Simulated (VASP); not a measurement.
Al3Cu, 4 atoms in the cell. Symmetry: R-3m, No. 166, trigonal system. Conventional cell: a = 6.526 Å, b = 6.526 Å, c = 4.796 Å, α = 90.00°, β = 90.00°, γ = 120.00°. Al (site symmetry 2/m) has 8 Al at 2.47 to 3.26 Å and 4 Cu at 2.47 to 3.26 Å within 3.3 Å. Cu (site symmetry -3m) has 12 Al at 2.47 to 3.26 Å within 3.3 Å.  This cell differs from its parent crystal: ratio of the length along [111] to the lengths across it x 0.6, volume and fractional coordinates fixed.

```yaml
Program: VASP 6.6.1
Task: single point
Functional: PBEsol
Potentials_or_basis: VASP PAW PBE potentials, release 64 (Al, Cu)
Cutoff: 520 eV
k_mesh: 14 × 14 × 14
Occupations: gaussian, width 0.15 eV
Spin: no spin polarisation
Dipole_correction: no
Further_INCAR_settings: ALGO = Fast; EDIFF = 1e-06; NBANDS = 18
```

Potentials or basis: VASP PAW PBE potentials, release 64 (Al, Cu).

Command:

```bash
$ cat potpaw_PBE.64/Al/POTCAR potpaw_PBE.64/Cu/POTCAR > POTCAR
$ mpirun -np 1 vasp_std > vasp.out
```

Hardware: 1 thread of Intel(R) Xeon(R) Platinum 8375C CPU @ 2.90GHz (Ice Lake), with other jobs on the host.

Problem. Estimate the wall time of this run.

Solution. Run time: 10 min on 1 thread of Intel(R) Xeon(R) Platinum 8375C CPU @ 2.90GHz (Ice Lake) (shared host), peak memory 0.39 GiB. Counts: scf iterations 19, k points 288.
